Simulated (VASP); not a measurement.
Runs of VASP 6.6.1 on CdSe. The structure is cubic, space group F-43m (No. 216). The conventional cell has a = 6.141 Å, b = 6.141 Å, c = 6.141 Å, α = 90.00°, β = 90.00°, γ = 90.00°. Cd (site symmetry -43m) has 4 Se at 2.66 Å within 3.5 Å. Within 3.5 Å of Se (site symmetry -43m) lie 4 Cd at 2.66 Å. 

| k mesh | gap on the mesh (eV) | pressure (GPa) |
| --- | --- | --- |
| 4 × 4 × 4 | 1.01 | (a) |
| 5 × 5 × 5 | 1.02 | -0.8 |
| 3 × 3 × 3 | 0.98 | -0.1 |
| 6 × 6 × 6 | 1.02 | -0.8 |

Alike in all rows: task single point; level r2SCAN+D3(BJ); potentials or basis VASP PAW PBE potentials, release 64 (Cd, Se); no spin polarisation; cell as given; cutoff (eV) 550; smearing gaussian 0.01 eV.

**Question.** Fill in the values left out.

**Answer.** (a) -0.6.

Caveats: some runs use coarse meshes; the PAW data sets were made with another functional, which shifts forces and pressure a little.

A k mesh can miss the band edges, and the runs leave out spin-orbit coupling on Cd, Se.
